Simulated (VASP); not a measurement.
# SiC (R3m) in VASP: single point with HSE06

Aim: the single point of SiC with HSE06.

All numbers are computed with VASP 6.6.1; they aren't measurements. Logs are shortened: lines on timing, memory, paths and dates and some standing lists are left out, and cuts for length are marked.

## Step 1: The cell of the first run

The structure is trigonal, space group R3m (No. 160). Conventional cell: a = 3.045 Å, b = 3.045 Å, c = 7.562 Å, α = 90.00°, β = 90.00°, γ = 120.00°. Within 2.5 Å of Si (site symmetry 3m) lie 4 C at 1.87 to 1.88 Å. Within 2.5 Å of C (site symmetry 3m) lie 4 Si at 1.87 to 1.88 Å.

## Step 2: Single point, HSE06 (epitaxial 111 strain -1.1%)

File POSCAR:

```
SiC
1.0
    0.0196330134      2.1730733695      2.1730733695
    2.1730733695      0.0196330134      2.1730733695
    2.1730733695      2.1730733695      0.0196330134
Si C
1 1
Direct
    0.0004287372      0.0004287372      0.0004287372
    0.2495712628      0.2495712628      0.2495712628
```

File INCAR.step1:

```
SYSTEM = SiC
  ALGO = Normal
  EDIFF = 1E-5
  ENCUT = 520
  GGA = PE
  ISIF = 2
  ISMEAR = 0
  LASPH = .True.
  LCHARG = .False.
  LREAL = .False.
  LWAVE = .True.
  NBANDS = 11
  NELM = 100
  PREC = Accurate
  SIGMA = 0.01
```

File INCAR.step2:

```
SYSTEM = SiC
  ALGO = Normal
  EDIFF = 1E-7
  ENCUT = 520
  GGA = PE
  HFSCREEN = 0.2079
  ISIF = 2
  ISMEAR = 0
  ISTART = 1
  LASPH = .True.
  LCHARG = .False.
  LHFCALC = .True.
  LREAL = .False.
  LWAVE = .False.
  NBANDS = 11
  NELM = 100
  PREC = Accurate
  PRECFOCK = Normal
  SIGMA = 0.01
```

File KPOINTS:

```
k-points
0
Gamma
  8 8 8
  0 0 0
```

Potentials or basis: VASP PAW PBE potentials, release 64 (Si, C).

Run with:

```sh
> cat potpaw_PBE.64/Si/POTCAR potpaw_PBE.64/C/POTCAR > POTCAR
> cp INCAR.step1 INCAR
> mpirun -np 1 vasp_std > vasp.out
> cp INCAR.step2 INCAR
> mpirun -np 1 vasp_std > vasp.out
```

OUTCAR:

```text
SYSTEM = SiC
   EDIFF = 1E-7
   ENCUT = 520
   GGA = PE
   HFSCREEN = 0.2079
   ISIF = 2
   ISMEAR = 0
   ISTART = 1
   LASPH = .True.
   LHFCALC = .True.
   LREAL = .False.
   NELM = 100
   PREC = Accurate
   PRECFOCK = Normal

 ion  position               nearest neighbor table
   1  0.000  0.000  0.000-   2 1.87   2 1.87   2 1.87   2 1.88
   2  0.250  0.250  0.250-   1 1.87   1 1.87   1 1.87   1 1.88

  LATTYP: Found a trigonal (rhomboedric) cell.
 ALAT       =     3.0732525431
 COS(alpha) =     0.5090139016

  Lattice vectors:

 A1 = (   0.0196330134,   2.1730733695,   2.1730733695)
 A2 = (   2.1730733695,   0.0196330134,   2.1730733695)
 A3 = (   2.1730733695,   2.1730733695,   0.0196330134)

Analysis of symmetry for initial positions (statically):
=====================================================================
 Subroutine PRICEL returns:
 Original cell was already a primitive cell.

 Routine SETGRP: Setting up the symmetry group for a
 trigonal (rhombohedral) supercell.

 Subroutine GETGRP returns: Found  6 space group operations
 (whereof  6 operations were pure point group operations)
 out of a pool of 12 trial point group operations.

The static configuration has the point symmetry C_3v.

Analysis of symmetry for dynamics (positions and initial velocities):
=====================================================================
 Subroutine PRICEL returns:
 Original cell was already a primitive cell.

 Routine SETGRP: Setting up the symmetry group for a
 trigonal (rhombohedral) supercell.

 Subroutine GETGRP returns: Found  6 space group operations
 (whereof  6 operations were pure point group operations)
 out of a pool of 12 trial point group operations.

The dynamic configuration has the point symmetry C_3v.

 Subroutine INISYM returns: Found  6 space group operations
 (whereof  6 operations are pure point group operations),
 and found     1 'primitive' translations

----------------------------------------------------------------------------------------

                                     Primitive cell

  volume of cell :      20.2455

  direct lattice vectors                    reciprocal lattice vectors
     0.019633013  2.173073369  2.173073369    -0.233230751  0.231142454  0.231142454
     2.173073369  0.019633013  2.173073369     0.231142454 -0.233230751  0.231142454
     2.173073369  2.173073369  0.019633013     0.231142454  0.231142454 -0.233230751

  length of vectors
     3.073252543  3.073252543  3.073252543     0.401559773  0.401559773  0.401559773

  position of ions in fractional coordinates (direct lattice)
     0.000428737  0.000428737  0.000428737
     0.249571263  0.249571263  0.249571263

  ion indices of the primitive-cell ions
   primitive index   ion index
                 1           1
                 2           2

----------------------------------------------------------------------------------------

 KPOINTS: k-points

Automatic generation of k-mesh.
 Grid dimensions read from file:
 generate k-points for:    8    8    8

 Generating k-lattice:

  Cartesian coordinates                     Fractional coordinates (reciprocal lattice)
    -0.029153844  0.028892807  0.028892807     0.125000000 -0.000000000 -0.000000000
     0.028892807 -0.029153844  0.028892807    -0.000000000  0.125000000 -0.000000000
     0.028892807  0.028892807 -0.029153844    -0.000000000 -0.000000000  0.125000000

  Length of vectors
     0.050194972  0.050194972  0.050194972

  Shift w.r.t. Gamma in fractional coordinates (k-lattice)
     0.000000000  0.000000000  0.000000000

 Subroutine IBZKPT returns following result:
 ===========================================

 Found     65 irreducible k-points:

 Following reciprocal coordinates:
            Coordinates               Weight
  0.000000  0.000000  0.000000      1.000000
  0.125000  0.000000  0.000000      6.000000
  0.250000  0.000000  0.000000      6.000000
  0.375000 -0.000000 -0.000000      6.000000
  0.500000  0.000000  0.000000      3.000000
  0.125000  0.125000 -0.000000      6.000000
[... 16 lines left out ...]
  0.250000  0.125000  0.125000      6.000000
  0.375000  0.125000  0.125000      6.000000
 [... further k-points ...]
   k-points           NKPTS =     65   k-points in BZ     NKDIM =    512   number of bands    NBANDS=     11
   number of dos      NEDOS =    301   number of ions     NIONS =      2
   total plane-waves  NPLWV =  13824
   dimension x,y,z NGX =    24 NGY =   24 NGZ =   24
   dimension x,y,z NGXF=    48 NGYF=   48 NGZF=   48
   ions per type =               1   1
   NGX,Y,Z   is equivalent  to a cutoff of  12.98, 12.98, 12.98 a.u.
   NGXF,Y,Z  is equivalent  to a cutoff of  25.97, 25.97, 25.97 a.u.
 SYSTEM =  SiC
   PREC   = accura    normal or accurate (medium, high low for compatibility)
   ISTART =      1    job   : 0-new  1-cont  2-samecut
   ICHARG =      0    charge: 1-file 2-atom 10-const
   ISPIN  =      1    spin polarized calculation?
   LNONCOLLINEAR =      F non collinear calculations
   LSORBIT =      F    spin-orbit coupling
   LASPH  =      T    aspherical Exc in radial PAW
   ENCUT  =  520.0 eV  38.22 Ry    6.18 a.u.   5.71  5.71  5.71*2*pi/ulx,y,z
   NELM   =    100;   NELMIN=  2; NELMDL=  0     # of ELM steps
   EDIFF  = 0.1E-06   stopping-criterion for ELM
   LREAL  =      F    real-space projection
   EDIFFG = 0.1E-05   stopping-criterion for IOM
   NSW    =      0    number of steps for IOM
   IBRION =     -1    ionic relax: 0-MD 1-quasi-New 2-CG
   NFREE  =      0    steps in history (QN), initial steepest desc. (CG)
   ISIF   =      2    stress and relaxation
   ISYM   =      3    0-nonsym 1-usesym 2-fastsym
   POTIM  = 0.5000    time-step for ionic-motion
   TEBEG  =    0.0;   TEEND  =   0.0 temperature during run
   PSTRESS=    0.0 pullay stress
   NELECT =       8.0000    total number of electrons
   NUPDOWN=      -1.0000    fix difference up-down
   EMIN   =  10.00;   EMAX   =-10.00  energy-range for DOS
   EFERMI =   0.00;   METHOD = LEGACY
   ISMEAR =     0;   SIGMA  =   0.01  broadening in eV -4-tet -1-fermi 0-gaus
   EFERMI_NEDOS =   21; number of points for ismear=-14 and -15
   IALGO  =     38    algorithm
   IMIX   =      1    mixing-type and parameters
     AMIX     =   0.40;   BMIX     =  1.00
     AMIX_MAG =   1.60;   BMIX_MAG =  1.00
  volume/ion in A,a.u.               =      10.12        68.31
  Fermi-wavevector in a.u.,A,eV,Ry     =   1.201330  2.270185 19.635843  1.443194
  Thomas-Fermi vector in A             =   2.337142
   LORBIT       =      0    0 simple, 1 ext, 2 COOP (PROOUT), +10 PAW based schemes
   GGA     = PE    functional components
   LHFCALC =     T    Hartree Fock is set to
   PRECFOCK=normal    Normal, Fast or Accurate (Low or Medium for compatibility)
   ENCUT4O =  -1.0   cutoff for four orbital integrals eV
   NKREDX  =     1    reduce k-point grid by
   NKREDY  =     1    reduce k-point grid by
   NKREDZ  =     1    reduce k-point grid by
   AEXX    =    0.2500 exact exchange contribution
   HFSCREEN=    0.2079 screening length (either q_TF or 0.3 A-1)
   HFSCREENC=   0.2079 screening length for correlation (either q_TF or 0.3 A-1)
   ENCUTFOCK=  -1.0 apply spherical cutoff to Coloumb kernel
   IVDW    =     0    specifies the selected vdW correction
   LEPSILON=     F    determine dielectric tensor
   LRPA    =     F    only Hartree local field effects (RPA)
 non-spin polarized calculation
 Gauss-broadening in eV      SIGMA  =   0.01
  energy-cutoff  :      520.00
  volume of cell :       20.25
 maximum number of plane-waves:       556
  NGX = 18; NGY = 18; NGZ = 18

 number of electron       8.0000000 magnetization

 Free energy of the ion-electron system (eV)
  ---------------------------------------------------
  ext. energy  EPLUGINS =         0.00000000
  ---------------------------------------------------
  free energy    TOTEN  =       -17.41686245 eV

  energy without entropy =      -17.41686245  energy(sigma->0) =      -17.41686245

 E-fermi :   7.9321     XC(G=0):  -9.4303

 val. band max:        7.7776239274   @ k =   0.0000   0.0000   0.0000
 cond. band min:       9.9443592853   @ k =   0.5000   0.5000  -0.0000
 fundamental gap:      2.1667353579
 Fermi energy:         7.9321430396

 k-point     1 :       0.0000    0.0000    0.0000
  band No.  band energies     occupation
      1      -9.4358      2.00000
      2       7.6396      2.00000
      3       7.7776      2.00000
      4       7.7776      2.00000
      5      15.4533      0.00000
      6      16.3607      0.00000
      7      16.5908      0.00000
      8      16.5908      0.00000
      9      23.9564      0.00000
     10      23.9564      0.00000
     11      26.0633      0.00000

 k-point     2 :       0.1250    0.0000    0.0000
  band No.  band energies     occupation
      1      -9.0968      2.00000
      2       6.1560      2.00000
      3       7.4384      2.00000
      4       7.5500      2.00000
      5      15.5908      0.00000
      6      16.7359      0.00000
      7      16.9764      0.00000
      8      17.2697      0.00000
      9      22.5452      0.00000
     10      22.6516      0.00000
     11      25.4468      0.00000

 k-point     3 :       0.2500    0.0000    0.0000
  band No.  band energies     occupation
      1      -8.1049      2.00000
      2       3.0309      2.00000
      3       6.9973      2.00000
      4       7.0861      2.00000
      5      15.0848      0.00000
      6      16.9966      0.00000
      7      17.1813      0.00000
      8      18.8601      0.00000
      9      22.3251      0.00000
     10      22.5912      0.00000
     11      24.5268      0.00000
[... 267 lines left out ...]
 k-point    23 :       0.2500    0.1250    0.1250
  band No.  band energies     occupation
      1      -8.5542      2.00000
      2       4.7377      2.00000
      3       6.0799      2.00000
      4       7.6021      2.00000
      5      16.2290      0.00000
      6      16.7500      0.00000
      7      17.0977      0.00000
      8      18.0804      0.00000
      9      20.9684      0.00000
     10      23.0970      0.00000
     11      27.3076      0.00000

 k-point    24 :       0.3750    0.1250    0.1250
  band No.  band energies     occupation
      1      -7.3798      2.00000
      2       2.1085      2.00000
      3       5.1344      2.00000
      4       7.1166      2.00000
      5      15.6496      0.00000
      6      16.7881      0.00000
      7      17.2679      0.00000
      8      19.0897      0.00000
      9      21.4606      0.00000
     10      24.4537      0.00000
     11      26.8067      0.00000

 [... further k-points ...]

------------------------ aborting loop because EDIFF is reached ----------------------------------------

  FORCE on cell =-STRESS in cart. coord.  units (eV):
  Direction    XX          YY          ZZ          XY          YZ          ZX
  --------------------------------------------------------------------------------------
  -------------------------------------------------------------------------------------
  Total        0.4238772      0.4238772      0.4238772     -0.3095464     -0.3095464     -0.3095464
  in kB       33.5446368     33.5446368     33.5446368    -24.4967724    -24.4967724    -24.4967724
  external PRESSURE =      33.5446368 kB  Pullay stress =       0.0000000 kB

 VOLUME and BASIS-vectors are now :
 -----------------------------------------------------------------------------
  energy-cutoff  :      520.00
  volume of cell :       20.25
      direct lattice vectors                 reciprocal lattice vectors
     0.019633013  2.173073369  2.173073369    -0.233230751  0.231142454  0.231142454
     2.173073369  0.019633013  2.173073369     0.231142454 -0.233230751  0.231142454
     2.173073369  2.173073369  0.019633013     0.231142454  0.231142454 -0.233230751

 POSITION                                       TOTAL-FORCE (eV/Angst)
 -----------------------------------------------------------------------------------
      0.00187      0.00187      0.00187         0.001964      0.001964      0.001964
      1.08957      1.08957      1.08957        -0.001964     -0.001964     -0.001964
 -----------------------------------------------------------------------------------
    total drift:                                0.000021      0.000021      0.000021

  FREE ENERGIE OF THE ION-ELECTRON SYSTEM (eV)
  ---------------------------------------------------
  free  energy   TOTEN  =       -17.4168624503 eV

  energy  without entropy=      -17.4168624503  energy(sigma->0) =      -17.41686245
```

Run time: 58 min. Hardware: 1 thread of Intel Xeon Platinum 8259CL at 2.50GHz (Skylake/Cascade Lake), shared host; peak memory 0.26 GiB.

Results:

- Free energy: -17.4169 eV
- Pressure: 3.4 GPa
- Largest force: 0.003 eV/Å
- Band gap on the k mesh: 2.17 eV (least direct gap 5.67 eV)

Forces on the atoms (eV/Å):
```
Si   0.002  0.002  0.002
C   -0.002 -0.002 -0.002
```

Levels at points of the mesh, in eV from the valence-band top:
```csv
k point,band 2,band 3,band 4,band 5,band 6,band 7
"(0.00, 0.00, 0.00)",-0.14,0.00,0.00,7.68,8.58,8.81
"(0.50, 0.00, 0.00)",-9.51,-1.27,-1.21,6.73,8.41,8.57
"(0.50, 0.50, 0.00)",-8.66,-3.67,-3.50,2.17,5.42,16.14
"(0.50, 0.50, 0.50)",-9.57,-1.11,-1.11,7.01,8.66,8.66
```

Caveat: the cell differs from its parent crystal (epitaxial 111 strain -1.1%); the cell stands under pressure; the PAW data sets were made with another functional, which shifts forces and pressure a little. A k mesh can miss the band edges.
